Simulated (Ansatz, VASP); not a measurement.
## One calculation of Ta, two programs

Contents of INCAR:

```
PREC     = Accurate       # precision mode
ENCUT    = 520            # plane-wave cutoff, eV
EDIFF    = 1E-6           # SCF threshold, eV
ISMEAR   = -1             # smearing method
SIGMA    = 0.3            # smearing width, eV
LREAL    = F              # projectors in reciprocal space
LASPH    = T              # aspherical terms in the spheres
NELM     = 100            # most SCF steps
ALGO     = Normal         # electronic algorithm
ISIF     = 2              # what is computed and relaxed
LWAVE    = F              # write WAVECAR
LCHARG   = F              # write CHGCAR
NBANDS   = 12             # bands
```

File KPOINTS:

```
regular mesh
0
Gamma
  14 14 14
```

POSCAR

```
Ta
1.0
   -1.6276710318      1.6276710318      1.6276710318
    1.6276710318     -1.6276710318      1.6276710318
    1.6276710318      1.6276710318     -1.6276710318
Ta
1
Direct
    0.0000000000      0.0000000000      0.0000000000
```

Input for Ansatz:

```yaml
crystal:
  lattice:
    - [-1.6276710318, 1.6276710318, 1.6276710318]
    - [1.6276710318, -1.6276710318, 1.6276710318]
    - [1.6276710318, 1.6276710318, -1.6276710318]
  atoms:
    - { symbol: Ta, position: [0.0, 0.0, 0.0] }
hamiltonian:
  xc: lda
  pseudopotentials:
    kind: paw
    azcp:
      Ta: "pseudopotentials/Ta.paw.azcp"
basis:
  ecutwfc: 420
  fft_grid_basis: typed
kpoints:
  mp_grid: { grid: [14, 14, 14], shift: [0, 0, 0] }
magnetization:
  spin_polarized: false
scf:
  occupations: { method: fermi_dirac, width: 0.3 }
  lower_state_search: "off"
output:
  stress: true
```

Alike in both runs: task single point; functional LDA; k mesh 14 × 14 × 14; occupations fermi-dirac, width 0.3 eV; no spin polarisation.

|  | VASP | Ansatz |
| --- | --- | --- |
| version | VASP 6.6.1 | Ansatz 0.2.0 |
| potentials or method | VASP PAW LDA potentials, release 64 (Ta_pv), cutoff 520 eV | plane waves (420 eV) with PAW, scalar-relativistic |
| valence electrons in the cell | 11 | 13 |

```tsv
	VASP	Ansatz	Ansatz less VASP
pressure (GPa)	2.1	1.2	-0.88
```

Ansatz warns that its potentials were made for another functional, while VASP's fit it. LDA's correlation is that of Perdew and Zunger in VASP and of Perdew and Wang (1992) in Ansatz. VASP's potentials hold 11 valence electrons a cell and Ansatz's 13, so a difference there can come from the potentials and not from the codes.

Neither program's run includes spin-orbit coupling.
